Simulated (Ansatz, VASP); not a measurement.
## Hg: VASP beside Ansatz

```
Hg
1.0
     1.59160    0.91891    2.23400
    -1.59160    0.91891    2.23400
     0.00000   -1.83782    2.23400
Hg
1
Direct
  0.00000 0.00000 0.00000
```

Change from the starting cell: strain -0.080 along x and y, +0.000 along z, atoms carried along.

Alike in both runs: task single point; functional PBE; k mesh 18 × 18 × 18; occupations gaussian, width 0.15 eV; no spin polarisation.

|  | VASP | Ansatz |
| --- | --- | --- |
| version | VASP 6.6.1 | Ansatz 0.2.0 |
| potentials or method | VASP PAW PBE potentials, release 64 (Hg), cutoff 520 eV | scalar-relativistic, plane waves, PAW |
| valence electrons in the cell | 12 | 20 |

VASP gave:

* gap on the k mesh at the Fermi level (eV): none
* pressure (GPa): 21.5
* traceless stress, the component that is largest in VASP (GPa): 2.37

Task: Which values does Ansatz return?

Result: gap on the k mesh at the Fermi level (eV): none; pressure (GPa): 20.5; traceless stress, the component that is largest in VASP (GPa): 2.07.

A gap of «none» marks a metal or a gap that the smearing closes. VASP's potentials hold 12 valence electrons a cell and Ansatz's 20, so a difference there can come from the potentials and not from the codes.

Spin-orbit coupling is off throughout.
